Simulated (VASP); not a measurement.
# AlFe3 (Fm-3m) in VASP: notebook

Runs on AlFe3. Level: r2SCAN. Tasks: single point.

Everything below comes from runs of VASP 6.6.1. Logs are shortened: lines on timing, memory, paths and dates and some standing lists are left out, and cuts for length are marked.

### Step 1. The cell of the first run

The structure is cubic, space group Fm-3m (No. 225). Conventional cell: a = 5.856 Å, b = 5.856 Å, c = 5.856 Å, α = 90.00°, β = 90.00°, γ = 90.00°. Within 3.3 Å of Al (site symmetry m-3m) lie 14 Fe at 2.54 to 2.93 Å. Within 3.3 Å of Fe (site symmetry m-3m) lie 8 Fe at 2.54 Å and 6 Al at 2.93 Å. Within 3.3 Å of Fe (site symmetry -43m) lie 4 Al at 2.54 Å and 10 Fe at 2.54 to 2.93 Å.

### Step 2. Single point, r2SCAN, collinear spin, ferromagnetic start (12.55 Å³/atom)

POSCAR reads:

```
AlFe3
1.0
    0.0000000000      2.9281519072      2.9281519072
    2.9281519072      0.0000000000      2.9281519072
    2.9281519072      2.9281519072      0.0000000000
Al Fe
1 3
Direct
    0.0000000000      0.0000000000      0.0000000000
    0.5000000000      0.5000000000      0.5000000000
    0.2500000000      0.2500000000      0.2500000000
    0.7500000000      0.7500000000      0.7500000000
```

INCAR.step1 reads:

```
SYSTEM = AlFe3
PREC = Accurate ; ENCUT = 520
ISMEAR = 0 ; SIGMA = 0.05
LREAL = .False. ; LASPH = .True.
NELM = 150 ; ISPIN = 2
MAGMOM = 0 2.92 2.94 2.94 ; LMAXMIX = 4
NBANDS = 26 ; GGA = PE
ALGO = Normal ; EDIFF = 1E-4
LWAVE = .True. ; LCHARG = .False.
```

INCAR.step2 reads:

```
SYSTEM = AlFe3
PREC = Accurate ; ENCUT = 520
EDIFF = 1E-6 ; ISMEAR = 0
SIGMA = 0.05 ; LREAL = .False.
LASPH = .True. ; NELM = 150
ALGO = Normal ; ISIF = 2
LWAVE = .False. ; LCHARG = .False.
ISPIN = 2 ; MAGMOM = 0 2.92 2.94 2.94
LORBIT = 11 ; LMAXMIX = 4
METAGGA = R2SCAN ; LMIXTAU = .True.
NBANDS = 26 ; ISTART = 1
```

KPOINTS reads:

```
regular mesh
0
Gamma
  12 12 12
  0 0 0
```

Potentials or basis: VASP PAW PBE potentials, release 64 (Al, Fe).

Started as:

```bash
$ cat potpaw_PBE.64/Al/POTCAR potpaw_PBE.64/Fe/POTCAR > POTCAR
$ cp INCAR.step1 INCAR
$ mpirun -np 1 vasp_std > vasp.out
$ cp INCAR.step2 INCAR
$ mpirun -np 1 vasp_std > vasp.out
```

OUTCAR:

```text
SYSTEM = AlFe3
   PREC = Accurate
   ENCUT = 520
   EDIFF = 1E-6
   ISMEAR = 0
   LREAL = .False.
   LASPH = .True.
   NELM = 150
   ISIF = 2
   ISPIN = 2
   LORBIT = 11
   METAGGA = R2SCAN
   ISTART = 1

 ion  position               nearest neighbor table
   1  0.000  0.000  0.000-   4 2.54   4 2.54   4 2.54   3 2.54   4 2.54   3 2.54   3 2.54   3 2.54
                             2 2.93   2 2.93   2 2.93   2 2.93   2 2.93   2 2.93
   2  0.500  0.500  0.500-   3 2.54   3 2.54   3 2.54   3 2.54   4 2.54   4 2.54   4 2.54   4 2.54
                             1 2.93   1 2.93   1 2.93   1 2.93   1 2.93   1 2.93
   3  0.250  0.250  0.250-   1 2.54   1 2.54   1 2.54   1 2.54   2 2.54   2 2.54   2 2.54   2 2.54
                             4 2.93   4 2.93   4 2.93   4 2.93   4 2.93   4 2.93
   4  0.750  0.750  0.750-   2 2.54   2 2.54   2 2.54   1 2.54   2 2.54   1 2.54   1 2.54   1 2.54
                             3 2.93   3 2.93   3 2.93   3 2.93   3 2.93   3 2.93

  LATTYP: Found a face centered cubic cell.
 ALAT       =     5.8563038144

  Lattice vectors:

 A1 = (   0.0000000000,   2.9281519072,   2.9281519072)
 A2 = (   2.9281519072,   0.0000000000,   2.9281519072)
 A3 = (   2.9281519072,   2.9281519072,   0.0000000000)

Analysis of symmetry for initial positions (statically):
=====================================================================
 Subroutine PRICEL returns:
 Original cell was already a primitive cell.

 Routine SETGRP: Setting up the symmetry group for a
 face centered cubic supercell.

 Subroutine GETGRP returns: Found 48 space group operations
 (whereof 48 operations were pure point group operations)
 out of a pool of 48 trial point group operations.

The static configuration has the point symmetry O_h .

Analysis of symmetry for dynamics (positions and initial velocities):
=====================================================================
 Subroutine PRICEL returns:
 Original cell was already a primitive cell.

 Routine SETGRP: Setting up the symmetry group for a
 face centered cubic supercell.

 Subroutine GETGRP returns: Found 48 space group operations
 (whereof 48 operations were pure point group operations)
 out of a pool of 48 trial point group operations.

The dynamic configuration has the point symmetry O_h .

Analysis of structural, dynamic, and magnetic symmetry:
=====================================================================
 Subroutine PRICEL returns:
 Original cell was already a primitive cell.

 Routine SETGRP: Setting up the symmetry group for a
 face centered cubic supercell.

 Subroutine GETGRP returns: Found 48 space group operations
 (whereof 48 operations were pure point group operations)
 out of a pool of 48 trial point group operations.
[... 136 lines left out ...]
 spin polarized calculation
 Gauss-broadening in eV      SIGMA  =   0.05
  energy-cutoff  :      520.00
  volume of cell :       50.21
 maximum number of plane-waves:      1369
   NGX = 15   NGY = 15   NGZ = 15

 number of electron      27.0000018 magnetization       7.6678269

 Free energy of the ion-electron system (eV)
  ---------------------------------------------------
  ext. energy  EPLUGINS =         0.00000000
  ---------------------------------------------------
  free energy    TOTEN  =       -50.38563745 eV

  energy without entropy =      -50.37786935  energy(sigma->0) =      -50.38175340

 E-fermi :   6.5883     XC(G=0): -13.2081

 val. band max:        6.5857492249   @ k =  -0.4167   0.4167   0.1667
 cond. band min:       6.5888102247   @ k =  -0.4167   0.3333   0.0833
 fundamental gap:      0.0030609998
 Fermi energy:         6.5882720449

 spin component 1

 k-point     1 :       0.0000    0.0000    0.0000
  band No.  band energies     occupation
      1      -3.3169      1.00000
      2       1.6964      1.00000
      3       1.6964      1.00000
      4       2.0293      1.00000
      5       2.0293      1.00000
      6       2.0293      1.00000
[... 661 lines left out ...]
     24      16.7268      0.00000
     25      16.9555      0.00000

 [... further k-points ...]

 spin component 2

 k-point     1 :       0.0000    0.0000    0.0000
  band No.  band energies     occupation
      1      -3.7584      1.00000
      2       4.0287      1.00000
      3       4.0287      1.00000
      4       4.0287      1.00000
      5       4.3723      1.00000
      6       4.3724      1.00000
[... 661 lines left out ...]
     24      17.4801      0.00000
     25      17.6291      0.00000

 [... further k-points ...]

 [bands above 25 left out]

------------------------ aborting loop because EDIFF is reached ----------------------------------------

  FORCE on cell =-STRESS in cart. coord.  units (eV):
  Direction    XX          YY          ZZ          XY          YZ          ZX
  --------------------------------------------------------------------------------------
  -------------------------------------------------------------------------------------
  Total       -1.6229610     -1.6229610     -1.6229610     -0.0000000     -0.0000000      0.0000000
  in kB      -51.7854619    -51.7854619    -51.7854619     -0.0000000     -0.0000000      0.0000000
  external PRESSURE =     -51.7854619 kB  Pullay stress =       0.0000000 kB

 VOLUME and BASIS-vectors are now :
 -----------------------------------------------------------------------------
  energy-cutoff  :      520.00
  volume of cell :       50.21
      direct lattice vectors                 reciprocal lattice vectors
     0.000000000  2.928151907  2.928151907    -0.170756168  0.170756168  0.170756168
     2.928151907  0.000000000  2.928151907     0.170756168 -0.170756168  0.170756168
     2.928151907  2.928151907  0.000000000     0.170756168  0.170756168 -0.170756168

 POSITION                                       TOTAL-FORCE (eV/Angst)
 -----------------------------------------------------------------------------------
      0.00000      0.00000      0.00000        -0.000000     -0.000000     -0.000000
      2.92815      2.92815      2.92815        -0.000000     -0.000000     -0.000000
      1.46408      1.46408      1.46408         0.000000      0.000000      0.000000
      4.39223      4.39223      4.39223        -0.000000     -0.000000     -0.000000
 -----------------------------------------------------------------------------------
    total drift:                               -0.000000     -0.000000      0.000000

  FREE ENERGIE OF THE ION-ELECTRON SYSTEM (eV)
  ---------------------------------------------------
  free  energy   TOTEN  =       -50.3856374534 eV

  energy  without entropy=      -50.3778693505  energy(sigma->0) =      -50.38175340

 total charge

# of ion       s       p       d       tot
------------------------------------------
    1        0.402   0.434   0.000   0.836
    2        0.454   0.510   6.189   7.153
    3        0.446   0.530   6.177   7.154
    4        0.446   0.530   6.177   7.154
--------------------------------------------------
tot          1.749   2.004  18.544  22.297

 magnetization (x)

# of ion       s       p       d       tot
------------------------------------------
    1       -0.016  -0.061   0.000  -0.078
    2       -0.007  -0.057   2.716   2.652
    3        0.016  -0.047   2.731   2.699
    4        0.016  -0.047   2.731   2.699
--------------------------------------------------
tot          0.009  -0.213   8.178   7.973
```

OUTCAR.step1:

```text
SYSTEM = AlFe3
   PREC = Accurate
   ENCUT = 520
   ISMEAR = 0
   LREAL = .False.
   LASPH = .True.
[... 1599 lines left out ...]
      2.92815      2.92815      2.92815        -0.000000     -0.000000     -0.000000
      1.46408      1.46408      1.46408        -0.000000     -0.000000      0.000000
      4.39223      4.39223      4.39223         0.000000      0.000000     -0.000000
 -----------------------------------------------------------------------------------
    total drift:                               -0.000000     -0.000000      0.000000

  FREE ENERGIE OF THE ION-ELECTRON SYSTEM (eV)
  ---------------------------------------------------
  free  energy   TOTEN  =       -29.1699889909 eV

  energy  without entropy=      -29.1632317763  energy(sigma->0) =      -29.16661038
```

Wall time 8.4 min (1 thread of Intel Xeon Platinum 8124M at 3.00GHz (Skylake/Cascade Lake), shared host); peak memory 0.31 GiB.

What came out:

| Item | Value |
| --- | --- |
| Free energy | -50.3856 eV |
| Pressure | -5.2 GPa |
| Net moment | 7.67 μB per cell |
| Site moments | Al -0.08; Fe +2.65, +2.70 (each value once) μB |
| Valence electrons inside the program's atomic spheres | Al 0.84; Fe 7.15 |

Caveat: the cell stands under tension; the PAW data sets were made with another functional, which shifts forces and pressure a little.

[end of part 1 of 3]
